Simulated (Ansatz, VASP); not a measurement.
## One calculation of Te, two programs

INCAR

```
SYSTEM = Te
PREC = Accurate
ENCUT = 520
EDIFF = 1E-6
ISMEAR = -1
SIGMA = 0.1
LREAL = .FALSE.
LASPH = .TRUE.
NELM = 80
ALGO = Normal
ISIF = 2
LWAVE = .FALSE.
LCHARG = .FALSE.
GGA = RP
NBANDS = 9
```

File KPOINTS:

```
regular mesh
0
G
  13 13 13
  0 0 0
```

The input POSCAR:

```
Te
1.0
   -1.9916007688      1.9916007688      1.9916007688
    1.9916007688     -1.9916007688      1.9916007688
    1.9916007688      1.9916007688     -1.9916007688
Te
1
Direct
    0.0000000000      0.0000000000      0.0000000000
```

Input for Ansatz:

```yaml
crystal:
  lattice:
    - [-1.9916007688, 1.9916007688, 1.9916007688]
    - [1.9916007688, -1.9916007688, 1.9916007688]
    - [1.9916007688, 1.9916007688, -1.9916007688]
  atoms:
    - { symbol: Te, position: [0.0, 0.0, 0.0] }
hamiltonian:
  xc: rpbe
  pseudopotentials:
    kind: paw
    azcp:
      Te: "pseudopotentials/Te.paw.azcp"
basis:
  ecutwfc: 420
  fft_grid_basis: typed
kpoints:
  mp_grid: { grid: [13, 13, 13], shift: [0, 0, 0] }
magnetization:
  spin_polarized: false
scf:
  occupations: { method: fermi_dirac, width: 0.1 }
  lower_state_search: "off"
output:
  stress: true
```

Alike in both runs: task single point; functional RPBE; k mesh 13 × 13 × 13; occupations fermi-dirac, width 0.1 eV; no spin polarisation.

|  | VASP | Ansatz |
| --- | --- | --- |
| version | VASP 6.6.1 | Ansatz 0.2.0 |
| potentials or method | VASP PAW PBE potentials, release 64 (Te), cutoff 520 eV | plane waves (420 eV) with PAW, scalar-relativistic |
| valence electrons in the cell | 6 | 16 |

```csv
,VASP,Ansatz,Ansatz less VASP
pressure (GPa),-3.3,-3.2,+0.10
```

VASP's potentials were made for PBE, not for RPBE. VASP's potentials hold 6 valence electrons a cell and Ansatz's 16, so a difference there can come from the potentials and not from the codes.

Neither program's run includes spin-orbit coupling.
